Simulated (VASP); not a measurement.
Crystal: GaN (wurtzite).

```
Ga N
1.0
     3.19000    0.00000    0.00000
    -1.59500    2.76262    0.00000
     0.00000    0.00000    5.19000
Ga N
2 2
Cartesian
  0.0000 1.8417 0.0000
  1.5950 0.9209 2.5950
  0.0000 1.8417 1.9566
  1.5950 0.9209 4.5516
```

```yaml
Program: VASP 6.6.1
Task: relaxation of cell and atoms
Functional: PBE
Potentials_or_basis: VASP PAW PBE potentials, release 64 (Ga_d, N)
Cutoff: 600 eV
k_mesh: 9 × 9 × 6
Occupations: gaussian, width 0.01 eV
Spin: no spin polarisation
```

At the start: pressure 5.0 GPa; volume 11.43 Å³/atom.

Where does the relaxation end?

Over 36 steps the energy falls by 4.9 meV/atom and the volume is 11.76 Å³/atom (+2.8 %); space group P6_3mc (No. 186, to 0.05 Å).

Step by step:
| step | energy change (eV) | largest force (eV/Å) | pressure (GPa) | volume (Å³) |
| --- | --- | --- | --- | --- |
| 1 | 0.0000 | 0.0077 | 5.00 | 45.74 |
| 2 | -0.0061 | 0.0017 | -3.75 | 48.14 |
| 3 | -0.0197 | 0.0048 | 0.02 | 47.03 |
| 4 | -0.0197 | 0.0047 | -0.46 | 47.05 |
| 5 | -0.0193 | 0.0063 | 0.69 | 46.84 |
| 6 | -0.0197 | 0.0052 | 0.07 | 47.00 |
| 7 | -0.0197 | 0.0059 | -0.02 | 47.00 |
| 8 | -0.0197 | 0.0050 | 0.03 | 47.00 |
| 9 | -0.0197 | 0.0052 | 0.10 | 47.00 |
| 10 | -0.0197 | 0.0034 | -0.15 | 47.04 |
| 11 | -0.0197 | 0.0048 | 0.00 | 47.03 |
| 12 | -0.0197 | 0.0028 | -0.01 | 47.03 |
| 13 | -0.0197 | 0.0025 | -0.13 | 47.04 |
| 14 | -0.0197 | 0.0051 | 0.02 | 47.03 |
| 15 | -0.0197 | 0.0034 | -0.02 | 47.03 |
| 16 | -0.0197 | 0.0026 | -0.06 | 47.04 |
| 17 | -0.0197 | 0.0031 | 0.24 | 47.01 |
| 18 | -0.0197 | 0.0044 | -0.17 | 47.03 |
| 19 | -0.0197 | 0.0026 | -0.01 | 47.02 |
| 20 | -0.0197 | 0.0017 | 0.03 | 47.02 |
| 21 | -0.0197 | 0.0034 | 0.01 | 47.02 |
| 22 | -0.0197 | 0.0005 | -0.01 | 47.02 |
| 23 | -0.0197 | 0.0038 | -0.04 | 47.02 |
| 24 | -0.0197 | 0.0004 | 0.01 | 47.02 |
| 25 | -0.0197 | 0.0004 | 0.01 | 47.02 |
| 26 | -0.0197 | 0.0018 | -0.04 | 47.03 |
| 27 | -0.0197 | 0.0001 | 0.07 | 47.02 |
| 28 | -0.0197 | 0.0016 | 0.02 | 47.03 |
| 29 | -0.0197 | 0.0017 | -0.03 | 47.03 |
| 30 | -0.0197 | 0.0011 | -0.02 | 47.03 |
| 31 | -0.0197 | 0.0011 | -0.01 | 47.03 |
| 32 | -0.0197 | 0.0007 | 0.07 | 47.02 |
| 33 | -0.0197 | 0.0018 | -0.07 | 47.03 |
| 34 | -0.0197 | 0.0001 | -0.03 | 47.03 |
| 35 | -0.0197 | 0.0026 | 0.02 | 47.02 |
| 36 | -0.0197 | 0.0005 | 0.00 | 47.02 |

Final structure:
```cif
data_structure
_symmetry_space_group_name_H-M 'P 1'
_symmetry_Int_Tables_number 1
_cell_length_a 3.2180
_cell_length_b 3.2180
_cell_length_c 5.2434
_cell_angle_alpha 90.000
_cell_angle_beta 90.000
_cell_angle_gamma 120.000
_cell_volume 47.02
loop_
_atom_site_label
_atom_site_type_symbol
_atom_site_fract_x
_atom_site_fract_y
_atom_site_fract_z
_atom_site_occupancy
Ga1 Ga 0.33333 0.66667 0.00015 1
Ga2 Ga 0.66667 0.33333 0.50015 1
N1 N 0.33333 0.66667 0.37685 1
N2 N 0.66667 0.33333 0.87685 1
```
